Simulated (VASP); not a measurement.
# Zr2H3 (Pm-3m) in VASP: further runs

Zr2H3 is run at these levels: PBE; tasks: single point.

Everything below comes from runs of VASP 6.6.1. Logs are shortened: lines on timing, memory, paths and dates and some standing lists are left out, and cuts for length are marked.

## (1) The cell of the first run

Symmetry: Pm-3m, No. 221, cubic system. Conventional cell: a = 3.781 Å, b = 3.781 Å, c = 3.781 Å, α = 90.00°, β = 90.00°, γ = 90.00°. Within 3.5 Å of Zr (site symmetry m-3m) lie 12 H at 2.67 Å and 8 Zr at 3.27 Å. Within 2.5 Å of Zr (site symmetry m-3m) lie 6 H at 1.89 Å. H (site symmetry 4/mmm) has 2 Zr at 1.89 Å within 2.5 Å.

The cell was generated, and may not be a known phase.

## (2) Single point, PBE

Input file INCAR:

```
SYSTEM = Zr2H3
ALGO = Normal
EDIFF = 1E-7
ENCUT = 520
GGA = PE
ISIF = 2
ISMEAR = 0
LASPH = .True.
LCHARG = .True.
LELF = .True.
LREAL = .False.
LVHAR = .True.
LWAVE = .False.
NBANDS = 22
NELM = 80
PREC = Accurate
SIGMA = 0.1
```

Input file KPOINTS:

```
k-points
0
Gamma
  4 4 4
  0 0 0
```

Input file POSCAR:

```
Zr2H3
1.0
    3.7809033589      0.0000000000      0.0000000000
    0.0000000000      3.7809033589      0.0000000000
    0.0000000000      0.0000000000      3.7809033589
Zr H
2 3
Direct
    0.5000000000      0.5000000000      0.5000000000
    0.0000000000      0.0000000000      0.0000000000
    0.5000000000      0.0000000000      0.0000000000
    0.0000000000      0.5000000000      0.0000000000
    0.0000000000      0.0000000000      0.5000000000
```

Potentials or basis: VASP PAW PBE potentials, release 64 (Zr_sv, H).

Command:

```console
$ cat potpaw_PBE.64/Zr_sv/POTCAR potpaw_PBE.64/H/POTCAR > POTCAR
$ mpirun -np 1 vasp_std > vasp.out
```

OUTCAR:

```text
SYSTEM = Zr2H3
   EDIFF = 1E-7
   ENCUT = 520
   GGA = PE
   ISIF = 2
   ISMEAR = 0
   LASPH = .True.
   LREAL = .False.
   NELM = 80
   PREC = Accurate

 ion  position               nearest neighbor table
   1  0.500  0.500  0.500-   2 3.27   2 3.27   2 3.27   2 3.27   2 3.27   2 3.27   2 3.27   2 3.27

   2  0.000  0.000  0.000-   3 1.89   4 1.89   5 1.89   5 1.89   4 1.89   3 1.89   1 3.27   1 3.27
                             1 3.27   1 3.27   1 3.27   1 3.27   1 3.27   1 3.27
   3  0.500  0.000  0.000-   2 1.89   2 1.89
   4  0.000  0.500  0.000-   2 1.89   2 1.89
   5  0.000  0.000  0.500-   2 1.89   2 1.89

  LATTYP: Found a simple cubic cell.
 ALAT       =     3.7809033589

  Lattice vectors:

 A1 = (   3.7809033589,   0.0000000000,   0.0000000000)
 A2 = (   0.0000000000,   3.7809033589,   0.0000000000)
 A3 = (   0.0000000000,   0.0000000000,   3.7809033589)

Analysis of symmetry for initial positions (statically):
=====================================================================
 Subroutine PRICEL returns:
 Original cell was already a primitive cell.

 Routine SETGRP: Setting up the symmetry group for a
 simple cubic supercell.

 Subroutine GETGRP returns: Found 48 space group operations
 (whereof 48 operations were pure point group operations)
 out of a pool of 48 trial point group operations.

The static configuration has the point symmetry O_h .

Analysis of symmetry for dynamics (positions and initial velocities):
=====================================================================
 Subroutine PRICEL returns:
 Original cell was already a primitive cell.

 Routine SETGRP: Setting up the symmetry group for a
 simple cubic supercell.

 Subroutine GETGRP returns: Found 48 space group operations
 (whereof 48 operations were pure point group operations)
 out of a pool of 48 trial point group operations.

The dynamic configuration has the point symmetry O_h .

 Subroutine INISYM returns: Found 48 space group operations
 (whereof 48 operations are pure point group operations),
 and found     1 'primitive' translations

----------------------------------------------------------------------------------------

                                     Primitive cell

  volume of cell :      54.0489
[... 77 lines left out ...]
   LASPH  =      T    aspherical Exc in radial PAW
   ENCUT  =  520.0 eV  38.22 Ry    6.18 a.u.   7.03  7.03  7.03*2*pi/ulx,y,z
   NELM   =     80;   NELMIN=  2; NELMDL= -5     # of ELM steps
   EDIFF  = 0.1E-06   stopping-criterion for ELM
   LREAL  =      F    real-space projection
   EDIFFG = 0.1E-05   stopping-criterion for IOM
   NSW    =      0    number of steps for IOM
   IBRION =     -1    ionic relax: 0-MD 1-quasi-New 2-CG
   NFREE  =      0    steps in history (QN), initial steepest desc. (CG)
   ISIF   =      2    stress and relaxation
   ISYM   =      2    0-nonsym 1-usesym 2-fastsym
   POTIM  = 0.5000    time-step for ionic-motion
   TEBEG  =    0.0;   TEEND  =   0.0 temperature during run
   PSTRESS=    0.0 pullay stress
   NELECT =      27.0000    total number of electrons
   NUPDOWN=      -1.0000    fix difference up-down
   EMIN   =  10.00;   EMAX   =-10.00  energy-range for DOS
   EFERMI =   0.00;   METHOD = LEGACY
   ISMEAR =     0;   SIGMA  =   0.10  broadening in eV -4-tet -1-fermi 0-gaus
   EFERMI_NEDOS =   21; number of points for ismear=-14 and -15
   IALGO  =     38    algorithm
   IMIX   =      4    mixing-type and parameters
     AMIX     =   0.40;   BMIX     =  1.00
     AMIX_MAG =   1.60;   BMIX_MAG =  1.00
  volume/ion in A,a.u.               =      10.81        72.95
  Fermi-wavevector in a.u.,A,eV,Ry     =   1.298974  2.454705 22.957571  1.687334
  Thomas-Fermi vector in A             =   2.430268
   LORBIT       =      0    0 simple, 1 ext, 2 COOP (PROOUT), +10 PAW based schemes
   GGA     = PE    functional components
   LHFCALC =     F    Hartree Fock is set to
   AEXX    =    0.0000 exact exchange contribution
   IVDW    =     0    specifies the selected vdW correction
   LEPSILON=     F    determine dielectric tensor
   LRPA    =     F    only Hartree local field effects (RPA)
 non-spin polarized calculation
 Gauss-broadening in eV      SIGMA  =   0.10
  energy-cutoff  :      520.00
  volume of cell :       54.05
 maximum number of plane-waves:      1472
   NGX = 15   NGY = 15   NGZ = 15

 number of electron      26.9999995 magnetization

 Free energy of the ion-electron system (eV)
  ---------------------------------------------------
  ext. energy  EPLUGINS =         0.00000000
  ---------------------------------------------------
  free energy    TOTEN  =       -28.11543542 eV

  energy without entropy =      -28.11109230  energy(sigma->0) =      -28.11326386

 E-fermi :   8.5592     XC(G=0): -11.0788

 val. band max:        8.3596497028   @ k =   0.2500   0.0000   0.0000
 cond. band min:       8.6578712244   @ k =   0.2500   0.0000   0.0000
 fundamental gap:      0.2982215216
 Fermi energy:         8.5591580677

 k-point     1 :       0.0000    0.0000    0.0000
  band No.  band energies     occupation
      1     -41.2144      2.00000
      2     -39.9362      2.00000
      3     -19.2026      2.00000
      4     -19.2026      2.00000
      5     -19.2026      2.00000
      6     -18.0178      2.00000
[... 239 lines left out ...]
     21      11.9008      0.00000
     22      13.1313      0.00000

------------------------ aborting loop because EDIFF is reached ----------------------------------------

  FORCE on cell =-STRESS in cart. coord.  units (eV):
  Direction    XX          YY          ZZ          XY          YZ          ZX
  --------------------------------------------------------------------------------------
  -------------------------------------------------------------------------------------
  Total       -0.0233634     -0.0233634     -0.0233634     -0.0000000     -0.0000000     -0.0000000
  in kB       -0.6925635     -0.6925635     -0.6925635     -0.0000000     -0.0000000     -0.0000000
  external PRESSURE =      -0.6925635 kB  Pullay stress =       0.0000000 kB

 VOLUME and BASIS-vectors are now :
 -----------------------------------------------------------------------------
  energy-cutoff  :      520.00
  volume of cell :       54.05
      direct lattice vectors                 reciprocal lattice vectors
     3.780903359  0.000000000  0.000000000     0.264487056  0.000000000  0.000000000
     0.000000000  3.780903359  0.000000000     0.000000000  0.264487056  0.000000000
     0.000000000  0.000000000  3.780903359     0.000000000  0.000000000  0.264487056

 POSITION                                       TOTAL-FORCE (eV/Angst)
 -----------------------------------------------------------------------------------
      1.89045      1.89045      1.89045         0.000000      0.000000      0.000000
      0.00000      0.00000      0.00000         0.000000      0.000000      0.000000
      1.89045      0.00000      0.00000         0.000000      0.000000      0.000000
      0.00000      1.89045      0.00000         0.000000      0.000000      0.000000
      0.00000      0.00000      1.89045         0.000000      0.000000      0.000000
 -----------------------------------------------------------------------------------
    total drift:                                0.000000      0.000000      0.000000

  FREE ENERGIE OF THE ION-ELECTRON SYSTEM (eV)
  ---------------------------------------------------
  free  energy   TOTEN  =       -28.1154354172 eV

  energy  without entropy=      -28.1110923003  energy(sigma->0) =      -28.11326386
```

OSZICAR:

```text
N       E                     dE             d eps       ncg     rms          rms(c)
DAV:   1     0.214055162048E+03    0.21406E+03   -0.13970E+04   440   0.118E+03
DAV:   2    -0.167868860199E+02   -0.23084E+03   -0.22352E+03   514   0.342E+02
DAV:   3    -0.306485699632E+02   -0.13862E+02   -0.13730E+02   800   0.661E+01
DAV:   4    -0.308870026358E+02   -0.23843E+00   -0.23789E+00   522   0.838E+00
DAV:   5    -0.308931369693E+02   -0.61343E-02   -0.61330E-02   624   0.975E-01    0.235E+01
DAV:   6    -0.284530701220E+02    0.24401E+01   -0.45546E+00   476   0.126E+01    0.103E+01
DAV:   7    -0.281269798589E+02    0.32609E+00   -0.12668E+00   526   0.653E+00    0.228E+00
DAV:   8    -0.281140724534E+02    0.12907E-01   -0.17028E-01   690   0.208E+00    0.920E-01
DAV:   9    -0.281155635693E+02   -0.14911E-02   -0.17914E-02   532   0.114E+00    0.231E-01
DAV:  10    -0.281154537571E+02    0.10981E-03   -0.13571E-03   606   0.255E-01    0.446E-02
DAV:  11    -0.281154336830E+02    0.20074E-04   -0.18119E-04   536   0.863E-02    0.176E-02
DAV:  12    -0.281154362009E+02   -0.25178E-05   -0.22662E-05   570   0.321E-02    0.839E-03
DAV:  13    -0.281154358194E+02    0.38147E-06   -0.16474E-06   536   0.992E-03    0.205E-03
DAV:  14    -0.281154354356E+02    0.38374E-06   -0.30154E-07   424   0.352E-03    0.468E-04
DAV:  15    -0.281154354172E+02    0.18448E-07   -0.14195E-08   298   0.858E-04
   1 F= -.28115435E+02 E0= -.28113264E+02  d E =-.434312E-02
```

It took 11 s on 1 thread of Intel Xeon Platinum 8488C (Sapphire Rapids), shared host; peak memory 0.15 GiB.

Results:

- Free energy: -28.1154 eV
- Pressure: -0.1 GPa
- Band gap on the k mesh: zero (an odd number of electrons rules out a gap without spin polarisation)

Levels at points of the mesh, in eV from the Fermi level:
```tsv
k point	band 11	band 12	band 13	band 14	band 15	band 16	band 17	band 18
(0.00, 0.00, 0.00)	-6.62	0.28	0.28	0.28	0.82	0.82	4.14	4.14
(0.50, 0.00, 0.00)	-5.61	-1.14	0.18	0.18	0.56	0.56	1.58	2.20
(0.50, 0.50, 0.00)	-4.08	-3.55	-1.41	-1.41	1.14	2.18	2.53	2.58
(0.50, 0.50, 0.50)	-4.63	-1.59	-1.59	-1.59	2.63	2.63	2.70	2.70
```

Caveat: the k points lie up to 0.42 Å⁻¹ apart, too coarse for converged energies and pressures of a metal.

## (3) Single point, PBE

This run uses another cell than the first one, of 11.46 Å³/atom.

Input file INCAR:

```
PREC = Accurate
ENCUT = 520
EDIFF = 1E-6
ISMEAR = 0
SIGMA = 0.1
LREAL = F
LASPH = T
NELM = 60
ALGO = Normal
ISIF = 2
LWAVE = F
LCHARG = F
GGA = PE
NBANDS = 22
```

Input file KPOINTS:

```
Automatic mesh
0
Gamma
  4 4 4
```

POSCAR, as its differences from that of step 2:

```diff
@@ -2,5 +2,5 @@
 1.0
-    3.7809033589      0.0000000000      0.0000000000
-    0.0000000000      3.7809033589      0.0000000000
-    0.0000000000      0.0000000000      3.7809033589
+    3.8550124500      0.0000000000      0.0000000000
+    0.0000000000      3.8550124500      0.0000000000
+    0.0000000000      0.0000000000      3.8550124500
 Zr H
```

Potentials or basis: VASP PAW PBE potentials, release 64 (Zr_sv, H).

Command:

```console
$ cat potpaw_PBE.64/Zr_sv/POTCAR potpaw_PBE.64/H/POTCAR > POTCAR
$ mpirun -np 1 vasp_std > vasp.out
```

OUTCAR:

```text
PREC = Accurate
   ENCUT = 520
   EDIFF = 1E-6
   ISMEAR = 0
   LREAL = F
   LASPH = T
   NELM = 60
   ISIF = 2
   GGA = PE

 ion  position               nearest neighbor table
   1  0.500  0.500  0.500-   2 3.34   2 3.34   2 3.34   2 3.34   2 3.34   2 3.34   2 3.34   2 3.34

   2  0.000  0.000  0.000-   3 1.93   4 1.93   5 1.93   5 1.93   4 1.93   3 1.93   1 3.34   1 3.34
                             1 3.34   1 3.34   1 3.34   1 3.34   1 3.34   1 3.34
   3  0.500  0.000  0.000-   2 1.93   2 1.93
   4  0.000  0.500  0.000-   2 1.93   2 1.93
   5  0.000  0.000  0.500-   2 1.93   2 1.93

  LATTYP: Found a simple cubic cell.
 ALAT       =     3.8550124500

  Lattice vectors:

 A1 = (   3.8550124500,   0.0000000000,   0.0000000000)
 A2 = (   0.0000000000,   3.8550124500,   0.0000000000)
 A3 = (   0.0000000000,   0.0000000000,   3.8550124500)

Analysis of symmetry for initial positions (statically):
=====================================================================
 Subroutine PRICEL returns:
 Original cell was already a primitive cell.

[... 160 lines left out ...]

 E-fermi :   7.9636     XC(G=0): -10.8184

 val. band max:        7.8009309099   @ k =   0.2500   0.0000   0.0000
 cond. band min:       8.0633275307   @ k =   0.2500   0.0000   0.0000
 fundamental gap:      0.2623966208
 Fermi energy:         7.9635619465

 k-point     1 :       0.0000    0.0000    0.0000
  band No.  band energies     occupation
      1     -41.9299      2.00000
      2     -40.6793      2.00000
      3     -19.8995      2.00000
      4     -19.8995      2.00000
      5     -19.8995      2.00000
      6     -18.7497      2.00000
[... 239 lines left out ...]
     21      11.0429      0.00000
     22      12.1161      0.00000

------------------------ aborting loop because EDIFF is reached ----------------------------------------

  FORCE on cell =-STRESS in cart. coord.  units (eV):
  Direction    XX          YY          ZZ          XY          YZ          ZX
  --------------------------------------------------------------------------------------
  -------------------------------------------------------------------------------------
  Total       -2.1548402     -2.1548402     -2.1548402      0.0000000      0.0000000     -0.0000000
  in kB      -60.2626608    -60.2626608    -60.2626608      0.0000000      0.0000000     -0.0000000
  external PRESSURE =     -60.2626608 kB  Pullay stress =       0.0000000 kB

 VOLUME and BASIS-vectors are now :
 -----------------------------------------------------------------------------
  energy-cutoff  :      520.00
  volume of cell :       57.29
      direct lattice vectors                 reciprocal lattice vectors
     3.855012450  0.000000000  0.000000000     0.259402534  0.000000000  0.000000000
     0.000000000  3.855012450  0.000000000     0.000000000  0.259402534  0.000000000
     0.000000000  0.000000000  3.855012450     0.000000000  0.000000000  0.259402534

 POSITION                                       TOTAL-FORCE (eV/Angst)
 -----------------------------------------------------------------------------------
      1.92751      1.92751      1.92751         0.000000      0.000000      0.000000
      0.00000      0.00000      0.00000         0.000000      0.000000      0.000000
      1.92751      0.00000      0.00000         0.000000      0.000000      0.000000
      0.00000      1.92751      0.00000         0.000000      0.000000      0.000000
      0.00000      0.00000      1.92751         0.000000      0.000000      0.000000
 -----------------------------------------------------------------------------------
    total drift:                                0.000000      0.000000      0.000000

  FREE ENERGIE OF THE ION-ELECTRON SYSTEM (eV)
  ---------------------------------------------------
  free  energy   TOTEN  =       -28.0546014479 eV

  energy  without entropy=      -28.0496228460  energy(sigma->0) =      -28.05211215
```

stdout:

```text
POSCAR found type information on POSCAR ZrH
 POSCAR found :  2 types and       5 ions
 scaLAPACK will be used
 LDA part: xc-table for (Slater+PW92), standard interpolation
 POSCAR, INCAR and KPOINTS ok, starting setup
 FFT: planning ... GRIDC
 FFT: planning ... GRID_SOFT
 FFT: planning ... GRID
 WAVECAR not read
 entering main loop
```

Run time: 11 s. Hardware: 1 thread of Intel Xeon Platinum 8488C (Sapphire Rapids), shared host; peak memory 0.16 GiB.

Results:

- Free energy: -28.0546 eV
- Pressure: -6.0 GPa
- Band gap on the k mesh: zero (an odd number of electrons rules out a gap without spin polarisation)

Caveat: the k points lie up to 0.41 Å⁻¹ apart, too coarse for converged energies and pressures of a metal.

The gap in the log of VASP goes by the Fermi energy; the results here count the filled bands.